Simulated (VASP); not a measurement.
Wanted: the native input for a VASP 6.6.1 run.

```yaml
Task: single point
Functional: PBE
Potentials_or_basis: VASP PAW PBE potentials, release 64 (Os, O, F)
Cutoff: 520 eV
k_mesh: 1 × 1 × 1
Occupations: gaussian, width 0.01 eV
Spin: non-collinear spin, zero start, spin-orbit coupling
Starting_moments: "[[0.0, 0.0, 0.0], [0.0, 0.0, 0.0], [0.0, 0.0, 0.0], [0.0, 0.0, 0.0], [0.0, 0.0, 0.0], [0.0, 0.0, 0.0]] μB"
Dipole_correction: no
Further_INCAR_settings: ALGO = Normal; EDIFF = 1e-06; NBANDS = 56
```

The structure of OsO3F2 lies in POSCAR:

```
OsO3F2
1.0
   11.5600000000      0.0000000000      0.0000000000
    0.0000000000     12.7700000000      0.0000000000
    0.0000000000      0.0000000000     11.9500000000
Os O F
1 3 2
Direct
    0.4631029400      0.5000853600      0.4999489500
    0.3892733600      0.5000853600      0.6233288700
    0.3892733600      0.5000853600      0.3765690400
    0.6104809700      0.5000853600      0.4999489500
    0.4631764700      0.6477830900      0.4999489500
    0.4631764700      0.3523884100      0.4999489500
```

One way to write it, as run:

INCAR

```
PREC = Accurate ; ENCUT = 520
EDIFF = 1E-6 ; ISMEAR = 0
SIGMA = 0.01 ; LREAL = False
LASPH = True ; NELM = 150
ALGO = Normal ; ISIF = 2
LWAVE = False ; LCHARG = False
LNONCOLLINEAR = True ; MAGMOM = 0 0 0 0 0 0 0 0 0 0 0 0 0 0 0 0 0 0
LORBIT = 11 ; LSORBIT = True
GGA_COMPAT = False ; LORBMOM = True
LMAXMIX = 4 ; GGA = PE
NBANDS = 56
```

KPOINTS

```
Automatic mesh
0
Gamma
  1 1 1
```

Potentials or basis: VASP PAW PBE potentials, release 64 (Os, O, F).

Run with:

```console
$ cat potpaw_PBE.64/Os/POTCAR potpaw_PBE.64/O/POTCAR potpaw_PBE.64/F/POTCAR > POTCAR
$ mpirun -np 1 vasp_ncl > vasp.out
```

Results of the run:

```
Largest force                                         : 1.179 eV/Å
Net moment                                            : 0.00 μB per cell
Valence electrons inside the program's atomic spheres : Os 8.10; O 4.92; F 6.05
```

Run time: 14 min on 1 thread of Intel(R) Xeon(R) Platinum 8488C (Sapphire Rapids), with other jobs on the host, peak memory 4.2 GiB.
